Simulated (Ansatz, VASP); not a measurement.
**V in VASP and in Ansatz**

```
V
1.0
     2.51763    0.00000    0.00000
    -1.25881    2.18033    0.00000
     0.00000    0.00000    8.94666
V
4
Direct
  0.00000 0.00000 0.00000
  0.00000 0.00000 0.50000
  0.33333 0.66667 0.25000
  0.66667 0.33333 0.75000
```

Alike in both runs: task single point; functional PBEsol; k mesh 16 × 16 × 4; occupations fermi-dirac, width 0.1 eV; no spin polarisation.

```csv
,VASP,Ansatz
version,VASP 6.6.1,Ansatz 0.2.0
potentials or method,"VASP PAW PBE potentials, release 64 (V_sv), cutoff 520 eV","plane waves (420 eV) with PAW, scalar-relativistic"
valence electrons in the cell,52,52
```

Ansatz gave:

* pressure (GPa): 18.3
* traceless stress, the component that is largest in VASP (GPa): 0.48

What did VASP give for the same quantities?

Pressure (GPa): 18.6; traceless stress, the component that is largest in VASP (GPa): 0.49.

VASP's potentials were made for PBE, not for PBEsol, and Ansatz warns of the same on its side.
